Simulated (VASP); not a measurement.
# BaAs2P4 (R-3m) in VASP: single point with PBE

Aim: the single point of BaAs2P4 with PBE.

Program: VASP 6.6.1. These are calculated values, not measurements. Logs are shortened: lines on timing, memory, paths and dates and some standing lists are left out, and cuts for length are marked.

### Step 1. The cell of the first run

The structure is trigonal, space group R-3m (No. 166). The conventional cell has a = 4.447 Å, b = 4.447 Å, c = 25.709 Å, α = 90.00°, β = 90.00°, γ = 120.00°. P (site symmetry 3m) has 1 As at 2.30 Å and 3 P at 2.57 Å within 3.0 Å. Within 3.6 Å of P (site symmetry 3m) lie 3 As at 2.57 Å and 3 Ba at 3.23 Å and 6 P at 3.41 to 3.53 Å. Within 4.2 Å of Ba (site symmetry -3m) lie 8 P at 3.23 to 4.20 Å and 6 As at 3.30 Å. As (site symmetry 3m) has 4 P at 2.30 to 2.57 Å within 3.0 Å.

### Step 2. Single point, PBE

INCAR

```
SYSTEM = BaAs2P4
  ALGO = Normal
  EDIFF = 1E-7
  ENCUT = 520
  GGA = PE
  ISIF = 2
  ISMEAR = -1
  LASPH = .TRUE.
  LCHARG = .FALSE.
  LREAL = .FALSE.
  LWAVE = .FALSE.
  NBANDS = 29
  NELM = 100
  PREC = Accurate
  SIGMA = 0.1
```

KPOINTS

```
k-points
0
G
  6 6 6
  0 0 0
```

POSCAR

```
BaAs2P4
1.0
    2.2236993127      3.8515601904      0.0000000000
   -2.2236993127      3.8515601904      0.0000000000
    0.0000000000     -2.5677067936      8.5695210000
P Ba As
4 1 2
Direct
    0.1633160286      0.1633160286      0.4899480857
    0.8366839714      0.8366839714      0.5100519143
    0.4092704677      0.4092704677      0.2278114030
    0.5907295323      0.5907295323      0.7721885970
    0.0000000000      0.0000000000      0.0000000000
    0.2528844212      0.2528844212      0.7586532635
    0.7471155788      0.7471155788      0.2413467365
```

Potentials or basis: VASP PAW PBE potentials, release 64 (P, Ba_sv, As).

The run is started by

```bash
$ cat potpaw_PBE.64/P/POTCAR potpaw_PBE.64/Ba_sv/POTCAR potpaw_PBE.64/As/POTCAR > POTCAR
$ mpirun -np 1 vasp_std > vasp.out
```

OUTCAR:

```text
SYSTEM = BaAs2P4
   EDIFF = 1E-7
   ENCUT = 520
   GGA = PE
   ISIF = 2
   ISMEAR = -1
   LASPH = .TRUE.
   LREAL = .FALSE.
   NELM = 100
   PREC = Accurate

 ion  position               nearest neighbor table
   1  0.163  0.163  0.490-   6 2.30   2 2.57   2 2.57   2 2.57
   2  0.837  0.837  0.510-   7 2.30   1 2.57   1 2.57   1 2.57
   3  0.409  0.409  0.228-   7 2.57   7 2.57   7 2.57   5 3.23   5 3.23   5 3.23
   4  0.591  0.591  0.772-   6 2.57   6 2.57   6 2.57   5 3.23   5 3.23   5 3.23
   5  0.000  0.000  0.000-   4 3.23   4 3.23   3 3.23   3 3.23   3 3.23   4 3.23   7 3.30   6 3.30
                             7 3.30   6 3.30   6 3.30   7 3.30
   6  0.253  0.253  0.759-   1 2.30   4 2.57   4 2.57   4 2.57   5 3.30   5 3.30   5 3.30
   7  0.747  0.747  0.241-   2 2.30   3 2.57   3 2.57   3 2.57   5 3.30   5 3.30   5 3.30

  LATTYP: Found a trigonal (rhomboedric) cell.
 ALAT       =     8.9459380921
 COS(alpha) =     0.8764250787

  Lattice vectors:

 A1 = (  -2.2236993127,   1.2838533968,   8.5695210000)
 A2 = (   0.0000000000,  -2.5677067936,   8.5695210000)
 A3 = (   2.2236993127,   1.2838533968,   8.5695210000)

Analysis of symmetry for initial positions (statically):
=====================================================================
 Subroutine PRICEL returns:
 Original cell was already a primitive cell.

 Routine SETGRP: Setting up the symmetry group for a
 trigonal (rhombohedral) supercell.

 Subroutine GETGRP returns: Found 12 space group operations
 (whereof 12 operations were pure point group operations)
 out of a pool of 12 trial point group operations.

The static configuration has the point symmetry D_3d.

Analysis of symmetry for dynamics (positions and initial velocities):
=====================================================================
 Subroutine PRICEL returns:
 Original cell was already a primitive cell.

 Routine SETGRP: Setting up the symmetry group for a
 trigonal (rhombohedral) supercell.

 Subroutine GETGRP returns: Found 12 space group operations
 (whereof 12 operations were pure point group operations)
 out of a pool of 12 trial point group operations.

The dynamic configuration has the point symmetry D_3d.

 Subroutine INISYM returns: Found 12 space group operations
 (whereof 12 operations are pure point group operations),
 and found     1 'primitive' translations

[... 103 lines left out ...]
   NELM   =    100;   NELMIN=  2; NELMDL= -5     # of ELM steps
   EDIFF  = 0.1E-06   stopping-criterion for ELM
   LREAL  =      F    real-space projection
   EDIFFG = 0.1E-05   stopping-criterion for IOM
   NSW    =      0    number of steps for IOM
   IBRION =     -1    ionic relax: 0-MD 1-quasi-New 2-CG
   NFREE  =      0    steps in history (QN), initial steepest desc. (CG)
   ISIF   =      2    stress and relaxation
   ISYM   =      2    0-nonsym 1-usesym 2-fastsym
   POTIM  = 0.5000    time-step for ionic-motion
   TEBEG  =    0.0;   TEEND  =   0.0 temperature during run
   PSTRESS=    0.0 pullay stress
   NELECT =      40.0000    total number of electrons
   NUPDOWN=      -1.0000    fix difference up-down
   EMIN   =  10.00;   EMAX   =-10.00  energy-range for DOS
   EFERMI =   0.00;   METHOD = LEGACY
   ISMEAR =    -1;   SIGMA  =   0.10  broadening in eV -4-tet -1-fermi 0-gaus
   EFERMI_NEDOS =   21; number of points for ismear=-14 and -15
   IALGO  =     38    algorithm
   IMIX   =      4    mixing-type and parameters
     AMIX     =   0.40;   BMIX     =  1.00
     AMIX_MAG =   1.60;   BMIX_MAG =  1.00
  volume/ion in A,a.u.               =      20.97       141.51
  Fermi-wavevector in a.u.,A,eV,Ry     =   1.061358  2.005675 15.326690  1.126480
  Thomas-Fermi vector in A             =   2.196771
   LORBIT       =      0    0 simple, 1 ext, 2 COOP (PROOUT), +10 PAW based schemes
   GGA     = PE    functional components
   LHFCALC =     F    Hartree Fock is set to
   AEXX    =    0.0000 exact exchange contribution
   IVDW    =     0    specifies the selected vdW correction
   LEPSILON=     F    determine dielectric tensor
   LRPA    =     F    only Hartree local field effects (RPA)
 non-spin polarized calculation
  energy-cutoff  :      520.00
  volume of cell :      146.79
 maximum number of plane-waves:      3973
 NGX is ok and might be reduce to    36
   NGX = 17   NGY = 17   NGZ = 33

 number of electron      40.0000000 magnetization

 Free energy of the ion-electron system (eV)
  ---------------------------------------------------
  ext. energy  EPLUGINS =         0.00000000
  ---------------------------------------------------
  free energy    TOTEN  =       -32.12015586 eV

  energy without entropy =      -32.00013393  energy(sigma->0) =      -32.06014489

 E-fermi :   5.7451     XC(G=0): -10.1105

 val. band max:        5.7443393571   @ k =   0.1667   0.0000   0.1667
 cond. band min:       5.7489694735   @ k =   0.5000   0.5000   0.1667
 fundamental gap:      0.0046301164
 Fermi energy:         5.7451248103

 k-point     1 :       0.0000    0.0000    0.0000
  band No.  band energies     occupation
      1     -21.6222      2.00000
      2      -8.6738      2.00000
      3      -8.4952      2.00000
      4      -6.7878      2.00000
      5      -6.7878      2.00000
      6      -5.9824      2.00000
[... 757 lines left out ...]
     28      10.1483      0.00000
     29      10.5417      0.00000

 [... further k-points ...]
[... 5 lines left out ...]
  --------------------------------------------------------------------------------------
  -------------------------------------------------------------------------------------
  Total        2.1270473      2.1270473      9.8254998      0.0000000     -0.0000000      0.0000000
  in kB       23.2160553     23.2160553    107.2422552      0.0000000     -0.0000000      0.0000000
  external PRESSURE =      51.2247886 kB  Pullay stress =       0.0000000 kB

 VOLUME and BASIS-vectors are now :
 -----------------------------------------------------------------------------
  energy-cutoff  :      520.00
  volume of cell :      146.79
      direct lattice vectors                 reciprocal lattice vectors
     2.223699313  3.851560190  0.000000000     0.224850544  0.129817522  0.038897546
    -2.223699313  3.851560190  0.000000000    -0.224850544  0.129817522  0.038897546
     0.000000000 -2.567706794  8.569521000     0.000000000  0.000000000  0.116692637

 POSITION                                       TOTAL-FORCE (eV/Angst)
 -----------------------------------------------------------------------------------
      0.00000      0.00000      4.19862         0.000000      0.000000     -0.018579
      0.00000      5.13541      4.37090         0.000000     -0.000000      0.018579
      0.00000      2.56771      1.95223         0.000000     -0.000000      0.054626
      0.00000      2.56771      6.61729         0.000000      0.000000     -0.054626
      0.00000      0.00000      0.00000         0.000000     -0.000000      0.000000
      0.00000      0.00000      6.50130         0.000000      0.000000     -0.030533
      0.00000      5.13541      2.06823         0.000000     -0.000000      0.030533
 -----------------------------------------------------------------------------------
    total drift:                               -0.000000      0.000000      0.000000

  FREE ENERGIE OF THE ION-ELECTRON SYSTEM (eV)
  ---------------------------------------------------
  free  energy   TOTEN  =       -32.1201558554 eV

  energy  without entropy=      -32.0001339322  energy(sigma->0) =      -32.06014489
```

OSZICAR:

```text
N       E                     dE             d eps       ncg     rms          rms(c)
DAV:   1     0.175403193807E+03    0.17540E+03   -0.17097E+04  1856   0.120E+03
DAV:   2    -0.187981618287E+02   -0.19420E+03   -0.18833E+03  2331   0.195E+02
DAV:   3    -0.325914331985E+02   -0.13793E+02   -0.13535E+02  2508   0.508E+01
DAV:   4    -0.329311829996E+02   -0.33975E+00   -0.33806E+00  2660   0.780E+00
DAV:   5    -0.329370289836E+02   -0.58460E-02   -0.58434E-02  2474   0.901E-01    0.102E+01
DAV:   6    -0.321453385088E+02    0.79169E+00   -0.30761E+00  2517   0.735E+00    0.566E+00
DAV:   7    -0.321234551659E+02    0.21883E-01   -0.53302E-01  2248   0.301E+00    0.306E+00
DAV:   8    -0.321231021201E+02    0.35305E-03   -0.93245E-02  2327   0.137E+00    0.397E-01
DAV:   9    -0.321199886222E+02    0.31135E-02   -0.14069E-02  2353   0.549E-01    0.268E-01
DAV:  10    -0.321200729455E+02   -0.84323E-04   -0.42681E-03  2249   0.272E-01    0.125E-01
DAV:  11    -0.321201229806E+02   -0.50035E-04   -0.28675E-04  2184   0.824E-02    0.584E-02
DAV:  12    -0.321201500044E+02   -0.27024E-04   -0.41359E-05  2367   0.369E-02    0.226E-02
DAV:  13    -0.321201552433E+02   -0.52389E-05   -0.14027E-05  2386   0.211E-02    0.848E-03
DAV:  14    -0.321201557697E+02   -0.52635E-06   -0.29172E-06  2344   0.784E-03    0.415E-03
DAV:  15    -0.321201558859E+02   -0.11628E-06   -0.27012E-07  2264   0.241E-03    0.137E-03
DAV:  16    -0.321201558554E+02    0.30494E-07   -0.64070E-08  1328   0.116E-03
   1 F= -.32120156E+02 E0= -.32060145E+02  d E =-.120022E+00
```

stdout:

```text
POSCAR found type information on POSCAR P BaAs
 POSCAR found :  3 types and       7 ions
 scaLAPACK will be used
 LDA part: xc-table for (Slater+PW92), standard interpolation
 POSCAR, INCAR and KPOINTS ok, starting setup
 FFT: planning ... GRIDC
 FFT: planning ... GRID_SOFT
 FFT: planning ... GRID
 WAVECAR not read
 entering main loop
```

Run time: 2.5 min. Hardware: 1 thread of Intel Xeon Platinum 8259CL at 2.50GHz (Skylake/Cascade Lake), shared host; peak memory 0.36 GiB.

What came out:

* Free energy: -32.1202 eV
* Pressure: 5.1 GPa
* Largest force: 0.055 eV/Å
* Band gap on the k mesh: zero (bands 20 and 21 overlap by 1.19 eV)

Forces on the atoms (eV/Å):
```
P    0.000  0.000 -0.019
P    0.000  0.000  0.019
P    0.000  0.000  0.055
P    0.000  0.000 -0.055
Ba   0.000  0.000  0.000
As   0.000  0.000 -0.031
As   0.000  0.000  0.031
```

Stress tensor (GPa, compression positive):
```
 2.32  0.00  0.00
 0.00  2.32  0.00
 0.00  0.00 10.72
```

Levels at points of the mesh, in eV from the Fermi level:
| k point | band 17 | band 18 | band 19 | band 20 | band 21 | band 22 | band 23 | band 24 |
| --- | --- | --- | --- | --- | --- | --- | --- | --- |
| (0.00, 0.00, 0.00) | -3.18 | -3.18 | -0.80 | 0.04 | 0.04 | 0.22 | 0.22 | 0.34 |
| (0.50, 0.00, 0.00) | -1.88 | -1.60 | -1.24 | 0.14 | 1.93 | 2.85 | 2.95 | 3.15 |
| (0.50, 0.50, 0.00) | -1.95 | -1.20 | -0.31 | -0.21 | 2.13 | 2.14 | 2.65 | 3.21 |
| (0.00, 0.00, 0.50) | -2.92 | -1.86 | -0.70 | -0.65 | -0.65 | -0.50 | 0.73 | 0.73 |

Caveat: the stress differs along the axes, from 2 to 11 GPa; spin-orbit coupling is left out, which moves the levels of the heavy elements.
